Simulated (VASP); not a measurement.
# C (C2/m) in VASP: a series of runs

The runs below take C through single point, with PBE+D3(BJ).

All numbers are computed with VASP 6.6.1; they aren't measurements. Logs are shortened: lines on timing, memory, paths and dates and some standing lists are left out, and cuts for length are marked.

### 1 The cell of the first run

Symmetry: C2/m, No. 12, monoclinic system. The conventional cell has a = 4.269 Å, b = 2.465 Å, c = 3.650 Å, α = 90.00°, β = 112.95°, γ = 90.00°. Within 1.8 Å of C (site symmetry m) lie 3 C at 1.34 to 1.48 Å.

### 2 Single point, PBE+D3(BJ) (atoms displaced along several vibrational modes)

INCAR

```
SYSTEM = C
PREC = Accurate ; ENCUT = 520
EDIFF = 1E-6 ; ISMEAR = 0
SIGMA = 0.05 ; LREAL = .False.
LASPH = .True. ; NELM = 100
ALGO = Normal ; ISIF = 2
LWAVE = .False. ; LCHARG = .False.
GGA = PE ; IVDW = 12
NBANDS = 11
```

KPOINTS

```
regular mesh
0
Gamma
  15 15 15
  0 0 0
```

POSCAR

```
C
1.0
    1.2324984681      0.7115833223      3.3613878357
   -1.2324984681      0.7115833223      3.3613878357
    0.0000000000     -1.4231666447      3.3613878357
C
2
Direct
    0.1631262013      0.1631262013      0.1947458294
    0.8368737987      0.8368737987      0.8052541706
```

Potentials or basis: VASP PAW PBE potentials, release 64 (C).

Started as:

```sh
$ cat potpaw_PBE.64/C/POTCAR > POTCAR
$ mpirun -np 1 vasp_std > vasp.out
```

OUTCAR:

```text
SYSTEM = C
   PREC = Accurate
   ENCUT = 520
   EDIFF = 1E-6
   ISMEAR = 0
   LREAL = .False.
   LASPH = .True.
   NELM = 100
   ISIF = 2
   GGA = PE
   IVDW = 12
 IVDW          = 12

 ion  position               nearest neighbor table
   1  0.163  0.163  0.195-   2 1.34   2 1.48   2 1.48
   2  0.837  0.837  0.805-   1 1.34   1 1.48   1 1.48

  LATTYP: Found a trigonal (rhomboedric) cell.
 ALAT       =     3.6502508791
 COS(alpha) =     0.7719881893

  Lattice vectors:

 A1 = (   1.2324984681,   0.7115833223,   3.3613878357)
 A2 = (  -1.2324984681,   0.7115833223,   3.3613878357)
 A3 = (   0.0000000000,  -1.4231666447,   3.3613878357)

Analysis of symmetry for initial positions (statically):
=====================================================================
 Subroutine PRICEL returns:
 Original cell was already a primitive cell.

 Routine SETGRP: Setting up the symmetry group for a
 trigonal (rhombohedral) supercell.

 Subroutine GETGRP returns: Found  4 space group operations
 (whereof  4 operations were pure point group operations)
 out of a pool of 12 trial point group operations.

The static configuration has the point symmetry C_2h.

Analysis of symmetry for dynamics (positions and initial velocities):
=====================================================================
 Subroutine PRICEL returns:
 Original cell was already a primitive cell.

 Routine SETGRP: Setting up the symmetry group for a
 trigonal (rhombohedral) supercell.

 Subroutine GETGRP returns: Found  4 space group operations
 (whereof  4 operations were pure point group operations)
 out of a pool of 12 trial point group operations.

The dynamic configuration has the point symmetry C_2h.

 Subroutine INISYM returns: Found  4 space group operations
 (whereof  4 operations are pure point group operations),
 and found     1 'primitive' translations

----------------------------------------------------------------------------------------

                                     Primitive cell

  volume of cell :      17.6881

  direct lattice vectors                    reciprocal lattice vectors
     1.232498468  0.711583322  3.361387836     0.405680017  0.234219467  0.099165389
    -1.232498468  0.711583322  3.361387836    -0.405680017  0.234219467  0.099165389
     0.000000000 -1.423166645  3.361387836     0.000000000 -0.468438935  0.099165389

  length of vectors
     3.650250879  3.650250879  3.650250879     0.478820227  0.478820227  0.478820227

  position of ions in fractional coordinates (direct lattice)
     0.163126201  0.163126201  0.194745829
     0.836873799  0.836873799  0.805254171

  ion indices of the primitive-cell ions
   primitive index   ion index
                 1           1
                 2           2

----------------------------------------------------------------------------------------

 KPOINTS: regular mesh

Automatic generation of k-mesh.
 Grid dimensions read from file:
 generate k-points for:   15   15   15

 Generating k-lattice:

  Cartesian coordinates                     Fractional coordinates (reciprocal lattice)
     0.027045334  0.015614631  0.006611026     0.066666667  0.000000000  0.000000000
    -0.027045334  0.015614631  0.006611026     0.000000000  0.066666667  0.000000000
     0.000000000 -0.031229262  0.006611026     0.000000000  0.000000000  0.066666667

  Length of vectors
     0.031921348  0.031921348  0.031921348

  Shift w.r.t. Gamma in fractional coordinates (k-lattice)
     0.000000000  0.000000000  0.000000000

 Subroutine IBZKPT returns following result:
 ===========================================

 Found    904 irreducible k-points:

 Following reciprocal coordinates:
            Coordinates               Weight
  0.000000  0.000000  0.000000      1.000000
  0.066667 -0.000000  0.000000      4.000000
  0.000000  0.000000  0.066667      2.000000
  0.133333  0.000000  0.000000      4.000000
  0.000000  0.000000  0.133333      2.000000
  0.200000  0.000000 -0.000000      4.000000
[... 16 lines left out ...]
  0.066667  0.000000  0.200000      4.000000
  0.266667  0.066667  0.000000      4.000000
 [... further k-points ...]
   k-points           NKPTS =    904   k-points in BZ     NKDIM =    904   number of bands    NBANDS=     11
   number of dos      NEDOS =    301   number of ions     NIONS =      2
   total plane-waves  NPLWV =  21952
   dimension x,y,z NGX =    28 NGY =   28 NGZ =   28
   dimension x,y,z NGXF=    56 NGYF=   56 NGZF=   56
   ions per type =               2
   NGX,Y,Z   is equivalent  to a cutoff of  12.75, 12.75, 12.75 a.u.
   NGXF,Y,Z  is equivalent  to a cutoff of  25.50, 25.50, 25.50 a.u.
 SYSTEM =  C
   PREC   = accura    normal or accurate (medium, high low for compatibility)
   ISTART =      0    job   : 0-new  1-cont  2-samecut
   ICHARG =      2    charge: 1-file 2-atom 10-const
   ISPIN  =      1    spin polarized calculation?
   LNONCOLLINEAR =      F non collinear calculations
   LSORBIT =      F    spin-orbit coupling
   LASPH  =      T    aspherical Exc in radial PAW
   ENCUT  =  520.0 eV  38.22 Ry    6.18 a.u.   6.79  6.79  6.79*2*pi/ulx,y,z
   NELM   =    100;   NELMIN=  2; NELMDL= -5     # of ELM steps
   EDIFF  = 0.1E-05   stopping-criterion for ELM
   LREAL  =      F    real-space projection
   EDIFFG = 0.1E-04   stopping-criterion for IOM
   NSW    =      0    number of steps for IOM
   IBRION =     -1    ionic relax: 0-MD 1-quasi-New 2-CG
   NFREE  =      0    steps in history (QN), initial steepest desc. (CG)
   ISIF   =      2    stress and relaxation
   ISYM   =      2    0-nonsym 1-usesym 2-fastsym
   POTIM  = 0.5000    time-step for ionic-motion
   TEBEG  =    0.0;   TEEND  =   0.0 temperature during run
   PSTRESS=    0.0 pullay stress
   NELECT =       8.0000    total number of electrons
   NUPDOWN=      -1.0000    fix difference up-down
   EMIN   =  10.00;   EMAX   =-10.00  energy-range for DOS
   EFERMI =   0.00;   METHOD = LEGACY
   ISMEAR =     0;   SIGMA  =   0.05  broadening in eV -4-tet -1-fermi 0-gaus
   EFERMI_NEDOS =   21; number of points for ismear=-14 and -15
   IALGO  =     38    algorithm
   IMIX   =      4    mixing-type and parameters
     AMIX     =   0.40;   BMIX     =  1.00
     AMIX_MAG =   1.60;   BMIX_MAG =  1.00
  volume/ion in A,a.u.               =       8.84        59.68
  Fermi-wavevector in a.u.,A,eV,Ry     =   1.256640  2.374705 21.485554  1.579144
  Thomas-Fermi vector in A             =   2.390338
   LORBIT       =      0    0 simple, 1 ext, 2 COOP (PROOUT), +10 PAW based schemes
   GGA     = PE    functional components
   LHFCALC =     F    Hartree Fock is set to
   AEXX    =    0.0000 exact exchange contribution
   IVDW    =    12    specifies the selected vdW correction
   LEPSILON=     F    determine dielectric tensor
   LRPA    =     F    only Hartree local field effects (RPA)
 non-spin polarized calculation
 Gauss-broadening in eV      SIGMA  =   0.05
  energy-cutoff  :      520.00
  volume of cell :       17.69
 maximum number of plane-waves:       490
   NGX = 13   NGY = 13   NGZ = 13

 number of electron       8.0000000 magnetization

 Free energy of the ion-electron system (eV)
  ---------------------------------------------------
  ext. energy  EPLUGINS =         0.00000000
  ---------------------------------------------------
  free energy    TOTEN  =       -18.03147293 eV

  energy without entropy =      -18.03147293  energy(sigma->0) =      -18.03147293

 E-fermi :   4.5159     XC(G=0): -10.3336

 val. band max:        4.3401592313   @ k =   0.3333   0.0667  -0.2667
 cond. band min:       4.6847588741   @ k =  -0.4000   0.4000   0.0000
 fundamental gap:      0.3445996428
 Fermi energy:         4.5159287682

 k-point     1 :       0.0000    0.0000    0.0000
  band No.  band energies     occupation
      1     -14.9574      2.00000
      2      -1.8547      2.00000
      3       0.5703      2.00000
      4       3.1859      2.00000
      5       8.4833      0.00000
      6      11.3207      0.00000
      7      14.5995      0.00000
      8      16.4385      0.00000
      9      17.4231      0.00000
     10      27.3903      0.00000
     11      29.7983      0.00000

 k-point     2 :       0.0667   -0.0000    0.0000
  band No.  band energies     occupation
      1     -14.8497      2.00000
      2      -1.7514      2.00000
      3       0.3386      2.00000
      4       2.7372      2.00000
      5       8.6176      0.00000
      6      11.4964      0.00000
      7      15.0271      0.00000
      8      16.1018      0.00000
      9      17.5555      0.00000
     10      27.6497      0.00000
     11      28.8633      0.00000

 k-point     3 :       0.0000    0.0000    0.0667
  band No.  band energies     occupation
      1     -14.8513      2.00000
      2      -1.7475      2.00000
      3       0.2302      2.00000
      4       2.8572      2.00000
      5       8.6147      0.00000
      6      11.8711      0.00000
      7      14.4760      0.00000
      8      16.0450      0.00000
      9      17.6876      0.00000
     10      27.7043      0.00000
     11      29.4978      0.00000

 k-point     4 :       0.1333    0.0000    0.0000
  band No.  band energies     occupation
      1     -14.5273      2.00000
      2      -1.4463      2.00000
      3      -0.3318      2.00000
      4       1.6579      2.00000
      5       9.0151      0.00000
      6      11.8448      0.00000
      7      15.1604      0.00000
      8      16.1776      0.00000
      9      18.0303      0.00000
     10      26.5989      0.00000
     11      28.7038      0.00000
[... 239 lines left out ...]
 k-point    22 :      -0.2000    0.0000   -0.0667
  band No.  band energies     occupation
      1     -14.1918      2.00000
      2      -1.2523      2.00000
      3      -0.7806      2.00000
      4       0.6250      2.00000
      5       9.5576      0.00000
      6      11.8927      0.00000
      7      14.5029      0.00000
      8      17.3401      0.00000
      9      18.5593      0.00000
     10      24.7629      0.00000
     11      28.1610      0.00000

 k-point    23 :       0.0667    0.0000    0.2000
  band No.  band energies     occupation
      1     -14.2045      2.00000
      2      -1.5489      2.00000
      3      -1.0786      2.00000
      4       1.3308      2.00000
      5       9.5157      0.00000
      6      13.9517      0.00000
      7      14.1301      0.00000
      8      14.5574      0.00000
      9      19.0916      0.00000
     10      25.5073      0.00000
     11      28.5194      0.00000

 k-point    24 :       0.2667    0.0667    0.0000
  band No.  band energies     occupation
      1     -13.5616      2.00000
      2      -2.4205      2.00000
      3      -0.6104      2.00000
      4      -0.1338      2.00000
      5      10.2453      0.00000
      6      12.8088      0.00000
      7      13.0256      0.00000
      8      17.4655      0.00000
      9      20.2773      0.00000
     10      23.3882      0.00000
     11      27.2879      0.00000

 [... further k-points ...]

------------------------ aborting loop because EDIFF is reached ----------------------------------------

 Edisp (eV)   -0.31243

 E8    (eV) :    -0.0885

  FORCE on cell =-STRESS in cart. coord.  units (eV):
  Direction    XX          YY          ZZ          XY          YZ          ZX
  --------------------------------------------------------------------------------------
  -------------------------------------------------------------------------------------
  Total      -0.38838     1.74153    -0.29441     0.00000     0.73047     0.00000
  in kB     -35.17913   157.74683   -26.66708     0.00000    66.16532     0.00000
  external pressure =       31.97 kB  Pullay stress =        0.00 kB

 VOLUME and BASIS-vectors are now :
 -----------------------------------------------------------------------------
  energy-cutoff  :      520.00
  volume of cell :       17.69
      direct lattice vectors                 reciprocal lattice vectors
     1.232498468  0.711583322  3.361387836     0.405680017  0.234219467  0.099165389
    -1.232498468  0.711583322  3.361387836    -0.405680017  0.234219467  0.099165389
     0.000000000 -1.423166645  3.361387836     0.000000000 -0.468438935  0.099165389

 POSITION                                       TOTAL-FORCE (eV/Angst)
 -----------------------------------------------------------------------------------
      0.00000     -0.04500      1.75128         0.000000      5.154934     -2.231637
      0.00000      0.04500      8.33289         0.000000     -5.154934      2.231637
 -----------------------------------------------------------------------------------
    total drift:                               -0.000000     -0.000000      0.000000

  FREE ENERGIE OF THE ION-ELECTRON SYSTEM (eV)
  ---------------------------------------------------
  free  energy   TOTEN  =       -18.3439002676 eV

  energy  without entropy=      -18.3439002672  energy(sigma->0) =      -18.34390027
```

Wall time 5.9 min (1 thread of Intel Xeon 8259CL, shared host); peak memory 0.28 GiB.

What came out:

- Free energy: -18.3439 eV
- Pressure: 3.2 GPa
- Largest force: 5.617 eV/Å
- Dispersion energy per atom: -0.156 eV

Forces on the atoms (eV/Å):
```
C    0.000  5.155 -2.232
C    0.000 -5.155  2.232
```

Caveat: the cell differs from its parent crystal (atoms displaced along several vibrational modes); the stress differs along the axes, from -4 to 16 GPa; forces of over 1 eV/Å act on the atoms, so gaps and moduli don't describe the material at rest.

### 3 Single point, PBE+D3(BJ) (atoms displaced along several vibrational modes)

INCAR

```
  PREC = Accurate
  ENCUT = 520
  EDIFF = 1E-6
  ISMEAR = 0
  SIGMA = 0.05
  LREAL = False
  LASPH = True
  NELM = 100
  ALGO = Normal
  ISIF = 2
  LWAVE = False
  LCHARG = False
  GGA = PE
  IVDW = 12
  NBANDS = 11
```

KPOINTS

```
regular mesh
0
Gamma
  15 15 15
```

POSCAR

```
C
1.0
    1.2324984681      0.7115833223      3.3613878357
   -1.2324984681      0.7115833223      3.3613878357
    0.0000000000     -1.4231666447      3.3613878357
C
2
Direct
    0.1735782609      0.1735782609      0.1314187568
    0.8264217391      0.8264217391      0.8685812432
```

Potentials or basis: VASP PAW PBE potentials, release 64 (C).

Started as:

```sh
$ cat potpaw_PBE.64/C/POTCAR > POTCAR
$ mpirun -np 1 vasp_std > vasp.out
```

Run time: 6.5 min. Hardware: 1 thread of AMD EPYC 7R13, shared host; peak memory 0.28 GiB.

It converged, with:

```yaml
Free_energy: -18.2312 eV
Pressure: 4.6 GPa
Largest_force: 5.697 eV/Å
Dispersion_energy_per_atom: -0.156 eV
```

Forces on the atoms (eV/Å):
```
C    0.000 -5.269  2.165
C    0.000  5.269 -2.165
```

Stress tensor (GPa, compression positive):
```
18.67  0.00  0.00
 0.00 -1.59  6.80
 0.00  6.80 -3.34
```

Caveat: the cell differs from its parent crystal (atoms displaced along several vibrational modes); the stress differs along the axes, from -3 to 19 GPa; forces of over 1 eV/Å act on the atoms, so gaps and moduli don't describe the material at rest.

### 4 Single point, PBE+D3(BJ) (atoms displaced along several vibrational modes)

INCAR

```
SYSTEM = C
ALGO = Normal
EDIFF = 1E-7
ENCUT = 520
GGA = PE
ISIF = 2
ISMEAR = 0
IVDW = 12
LASPH = .TRUE.
LCHARG = .TRUE.
LELF = .TRUE.
LREAL = .FALSE.
LVHAR = .TRUE.
LWAVE = .FALSE.
NBANDS = 11
NELM = 60
PREC = Accurate
SIGMA = 0.05
```

KPOINTS

```
k-points
0
G
  15 15 15
  0 0 0
```

POSCAR

```
C
1.0
    1.2324984681      0.7115833223      3.3613878357
   -1.2324984681      0.7115833223      3.3613878357
    0.0000000000     -1.4231666447      3.3613878357
C
2
Direct
    0.1666394933      0.1666394933      0.1877192454
    0.8333605067      0.8333605067      0.8122807546
```

Started as:

```sh
$ cat potpaw_PBE.64/C/POTCAR > POTCAR
$ mpirun -np 1 vasp_std > vasp.out
```

Wall time 5.4 min (1 thread of AMD EPYC 7R13, shared host); peak memory 0.28 GiB.

The run converged. Its results:

* Free energy: -18.4705 eV
* Pressure: 1.0 GPa
* Largest force: 4.029 eV/Å
* Dispersion energy per atom: -0.156 eV

Forces in eV/Å, atoms in the order of the input:
```
C    0.000  3.304 -2.305
C    0.000 -3.304  2.305
```

Stress tensor (GPa, compression positive):
```
-3.06  0.00  0.00
 0.00  8.83  4.28
 0.00  4.28 -2.77
```

Caveat: the cell differs from its parent crystal (atoms displaced along several vibrational modes); the stress differs along the axes, from -3 to 9 GPa; forces of over 1 eV/Å act on the atoms, so gaps and moduli don't describe the material at rest.

### 5 The runs side by side

```tsv
cell	pressure (GPa)	largest force (eV/Å)
as given, atomic positions A	3.2	5.62
as given, atomic positions B	4.6	5.70
as given, atomic positions C	1.0	4.03
```

Alike in all rows: task single point; level PBE+D3(BJ); potentials or basis VASP PAW PBE potentials, release 64 (C); no spin polarisation; k mesh 15 × 15 × 15; cutoff (eV) 520; smearing gaussian 0.05 eV.

Caveats: forces of over 1 eV/Å act on the atoms, so gaps and moduli don't describe the material at rest; the stress differs along the axes, from -4 to 16 GPa (at least some runs); the stress differs along the axes, from -3 to 19 GPa (at least some runs); the stress differs along the axes, from -3 to 9 GPa (at least some runs).

Absolute energies hang on the potentials; compare differences alone.
